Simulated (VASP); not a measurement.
# PtSe2 (P-3m1) in VASP: settings compared

The runs below take PtSe2 through single point, with PBE-based screened hybrid with 40 % exact exchange, PBE-based screened hybrid with 50 % exact exchange, PBEsol+D3(BJ).

Everything below comes from runs of VASP 6.6.1. Logs are shortened: lines on timing, memory, paths and dates and some standing lists are left out, and cuts for length are marked.

**1. The cell of the first run**

The structure is trigonal, space group P-3m1 (No. 164). The conventional cell has a = 3.724 Å, b = 3.724 Å, c = 5.062 Å, α = 90.00°, β = 90.00°, γ = 120.00°. Pt (site symmetry -3m) has 6 Se at 2.49 Å within 3.3 Å. Se (site symmetry 3m) has 3 Pt at 2.49 Å and 6 Se at 3.32 Å within 3.4 Å.

**2. Single point, PBE-based screened hybrid with 40 % exact exchange**

File POSCAR:

```
PtSe2
1.0
    3.7240000000      0.0000000000      0.0000000000
   -1.8620000000      3.2250786037      0.0000000000
    0.0000000000      0.0000000000      5.0620000000
Pt Se
1 2
Direct
    0.0000000000      0.0000000000      0.0000000000
    0.6666666667      0.3333333333      0.7500000000
    0.3333333333      0.6666666667      0.2500000000
```

File INCAR.step1:

```
  ALGO = Normal
  EDIFF = 1E-5
  ENCUT = 520
  GGA = PE
  ISIF = 2
  ISMEAR = -1
  LASPH = T
  LREAL = F
  LWAVE = T
  NBANDS = 18
  NELM = 60
  PREC = Accurate
  SIGMA = 0.05
```

File INCAR.step2:

```
  AEXX = 0.4
  ALGO = Normal
  EDIFF = 1E-6
  ENCUT = 520
  GGA = PE
  HFSCREEN = 0.2
  ISIF = 2
  ISMEAR = -1
  ISTART = 1
  LASPH = T
  LCHARG = T
  LELF = T
  LHFCALC = T
  LREAL = F
  LVHAR = T
  LWAVE = F
  NBANDS = 18
  NELM = 60
  PREC = Accurate
  PRECFOCK = Normal
  SIGMA = 0.05
```

File KPOINTS:

```
k-points
0
Gamma
  4 4 3
```

Potentials or basis: VASP PAW PBE potentials, release 64 (Pt, Se).

Launch:

```sh
cat potpaw_PBE.64/Pt/POTCAR potpaw_PBE.64/Se/POTCAR > POTCAR
cp INCAR.step1 INCAR
mpirun -np 1 vasp_std > vasp.out
cp INCAR.step2 INCAR
mpirun -np 1 vasp_std > vasp.out
```

OUTCAR:

```text
AEXX = 0.4
   EDIFF = 1E-6
   ENCUT = 520
   GGA = PE
   HFSCREEN = 0.2
   ISIF = 2
   ISMEAR = -1
   ISTART = 1
   LASPH = T
   LHFCALC = T
   LREAL = F
   NELM = 60
   PREC = Accurate
   PRECFOCK = Normal

 ion  position               nearest neighbor table
   1  0.000  0.000  0.000-   2 2.49   3 2.49   2 2.49   3 2.49   2 2.49   3 2.49
   2  0.667  0.333  0.750-   1 2.49   1 2.49   1 2.49
   3  0.333  0.667  0.250-   1 2.49   1 2.49   1 2.49

  LATTYP: Found a hexagonal cell.
 ALAT       =     3.7240000000
 C/A-ratio  =     1.3592910849

  Lattice vectors:

 A1 = (   3.7240000000,   0.0000000000,   0.0000000000)
 A2 = (  -1.8620000000,   3.2250786037,   0.0000000000)
 A3 = (   0.0000000000,   0.0000000000,   5.0620000000)

Analysis of symmetry for initial positions (statically):
=====================================================================
 Subroutine PRICEL returns:
 Original cell was already a primitive cell.

 Routine SETGRP: Setting up the symmetry group for a
 hexagonal supercell.

 Subroutine GETGRP returns: Found 12 space group operations
 (whereof 12 operations were pure point group operations)
 out of a pool of 24 trial point group operations.

The static configuration has the point symmetry D_3d.

Analysis of symmetry for dynamics (positions and initial velocities):
=====================================================================
 Subroutine PRICEL returns:
 Original cell was already a primitive cell.

 Routine SETGRP: Setting up the symmetry group for a
 hexagonal supercell.

 Subroutine GETGRP returns: Found 12 space group operations
 (whereof 12 operations were pure point group operations)
 out of a pool of 24 trial point group operations.

The dynamic configuration has the point symmetry D_3d.

 Subroutine INISYM returns: Found 12 space group operations
 (whereof 12 operations are pure point group operations),
 and found     1 'primitive' translations

----------------------------------------------------------------------------------------

                                     Primitive cell

[... 76 lines left out ...]
   EDIFF  = 0.1E-05   stopping-criterion for ELM
   LREAL  =      F    real-space projection
   EDIFFG = 0.1E-04   stopping-criterion for IOM
   NSW    =      0    number of steps for IOM
   IBRION =     -1    ionic relax: 0-MD 1-quasi-New 2-CG
   NFREE  =      0    steps in history (QN), initial steepest desc. (CG)
   ISIF   =      2    stress and relaxation
   ISYM   =      3    0-nonsym 1-usesym 2-fastsym
   POTIM  = 0.5000    time-step for ionic-motion
   TEBEG  =    0.0;   TEEND  =   0.0 temperature during run
   PSTRESS=    0.0 pullay stress
   NELECT =      22.0000    total number of electrons
   NUPDOWN=      -1.0000    fix difference up-down
   EMIN   =  10.00;   EMAX   =-10.00  energy-range for DOS
   EFERMI =   0.00;   METHOD = LEGACY
   ISMEAR =    -1;   SIGMA  =   0.05  broadening in eV -4-tet -1-fermi 0-gaus
   EFERMI_NEDOS =   21; number of points for ismear=-14 and -15
   IALGO  =     38    algorithm
   IMIX   =      1    mixing-type and parameters
     AMIX     =   0.40;   BMIX     =  1.00
     AMIX_MAG =   1.60;   BMIX_MAG =  1.00
  volume/ion in A,a.u.               =      20.27       136.76
  Fermi-wavevector in a.u.,A,eV,Ry     =   1.166608  2.204570 18.517184  1.360975
  Thomas-Fermi vector in A             =   2.303119
   LORBIT       =      0    0 simple, 1 ext, 2 COOP (PROOUT), +10 PAW based schemes
   GGA     = PE    functional components
   LHFCALC =     T    Hartree Fock is set to
   PRECFOCK=normal    Normal, Fast or Accurate (Low or Medium for compatibility)
   ENCUT4O =  -1.0   cutoff for four orbital integrals eV
   NKREDX  =     1    reduce k-point grid by
   NKREDY  =     1    reduce k-point grid by
   NKREDZ  =     1    reduce k-point grid by
   AEXX    =    0.4000 exact exchange contribution
   HFSCREEN=    0.2000 screening length (either q_TF or 0.3 A-1)
   HFSCREENC=   0.2000 screening length for correlation (either q_TF or 0.3 A-1)
   ENCUTFOCK=  -1.0 apply spherical cutoff to Coloumb kernel
   IVDW    =     0    specifies the selected vdW correction
   LEPSILON=     F    determine dielectric tensor
   LRPA    =     F    only Hartree local field effects (RPA)
 non-spin polarized calculation
  energy-cutoff  :      520.00
  volume of cell :       60.80
 maximum number of plane-waves:      1654
 NGX is ok and might be reduce to    28
  NGX = 24; NGY = 24; NGZ = 30

 number of electron      21.9999999 magnetization

 Free energy of the ion-electron system (eV)
  ---------------------------------------------------
  ext. energy  EPLUGINS =         0.00000000
  ---------------------------------------------------
  free energy    TOTEN  =       -19.20888644 eV

  energy without entropy =      -19.20287123  energy(sigma->0) =      -19.20587884

 E-fermi :   6.5338     XC(G=0):  -7.6587

 val. band max:        5.3211812911   @ k =   0.0000   0.2500   0.3333
 cond. band min:       6.5863834603   @ k =   0.0000   0.0000   0.0000
 fundamental gap:      1.2652021692
 Fermi energy:         6.5337727264

 k-point     1 :       0.0000    0.0000    0.0000
  band No.  band energies     occupation
      1     -12.3026      2.00000
      2      -8.9424      2.00000
      3      -2.7881      2.00000
      4      -1.8372      2.00000
      5      -1.8372      2.00000
      6       0.4088      2.00000
[... 166 lines left out ...]
      5      -0.7134      2.00000
      6      -0.2409      2.00000
[... 10 lines left out ...]
     17      16.3204      0.00000
     18      16.4792      0.00000

------------------------ aborting loop because EDIFF is reached ----------------------------------------

  FORCE on cell =-STRESS in cart. coord.  units (eV):
  Direction    XX          YY          ZZ          XY          YZ          ZX
  --------------------------------------------------------------------------------------
  -------------------------------------------------------------------------------------
  Total       -0.3285645     -0.3285645      0.0756564      0.0000000      0.0000000      0.0000000
  in kB       -8.6588273     -8.6588273      1.9938117      0.0000000      0.0000000      0.0000000
  external PRESSURE =      -5.1079476 kB  Pullay stress =       0.0000000 kB

 VOLUME and BASIS-vectors are now :
 -----------------------------------------------------------------------------
  energy-cutoff  :      520.00
  volume of cell :       60.80
      direct lattice vectors                 reciprocal lattice vectors
     3.724000000  0.000000000  0.000000000     0.268528464  0.155034981  0.000000000
    -1.862000000  3.225078604  0.000000000     0.000000000  0.310069962  0.000000000
     0.000000000  0.000000000  5.062000000     0.000000000  0.000000000  0.197550375

 POSITION                                       TOTAL-FORCE (eV/Angst)
 -----------------------------------------------------------------------------------
      0.00000      0.00000      0.00000         0.000000      0.000000      0.000000
      1.86200      1.07503      3.79650         0.000000     -0.000000      0.219381
     -0.00000      2.15005      1.26550        -0.000000      0.000000     -0.219381
 -----------------------------------------------------------------------------------
    total drift:                               -0.000000     -0.000000      0.000016

  FREE ENERGIE OF THE ION-ELECTRON SYSTEM (eV)
  ---------------------------------------------------
  free  energy   TOTEN  =       -19.2088864390 eV

  energy  without entropy=      -19.2028712323  energy(sigma->0) =      -19.20587884
```

OUTCAR.step1:

```text
EDIFF = 1E-5
   ENCUT = 520
   GGA = PE
   ISIF = 2
[... 398 lines left out ...]
      0.00000      0.00000      0.00000         0.000000      0.000000      0.000000
      1.86200      1.07503      3.79650         0.000000     -0.000000     -0.505262
     -0.00000      2.15005      1.26550        -0.000000      0.000000      0.505262
 -----------------------------------------------------------------------------------
    total drift:                               -0.000000     -0.000000     -0.000000

  FREE ENERGIE OF THE ION-ELECTRON SYSTEM (eV)
  ---------------------------------------------------
  free  energy   TOTEN  =       -14.2457903367 eV

  energy  without entropy=      -14.2386499218  energy(sigma->0) =      -14.24222013
```

Wall time 13 min (1 thread of Intel Xeon Platinum 8375C at 2.90GHz (Ice Lake), shared host); peak memory 0.29 GiB.

What came out:

```yaml
Free_energy: -19.2089 eV
Pressure: -0.5 GPa
Largest_force: 0.219 eV/Å
Band_gap_on_the_k_mesh: 0.05 eV (least direct gap 1.31 eV)
```

Forces on the atoms (eV/Å):
```
Pt   0.000  0.000  0.000
Se   0.000  0.000  0.219
Se   0.000  0.000 -0.219
```

Stress tensor (GPa, compression positive):
```
-0.87  0.00  0.00
 0.00 -0.87  0.00
 0.00  0.00  0.20
```

Caveat: the k points lie up to 0.49 Å⁻¹ apart; the smearing spreads over this small gap; the PAW data sets were made with another functional, which shifts forces and pressure a little; spin-orbit coupling is left out, which moves the levels of the heavy elements. A k mesh can miss the band edges.

(Part 1 of 2 ends here.)

The gap in the log of VASP goes by the Fermi energy; the results here count the filled bands.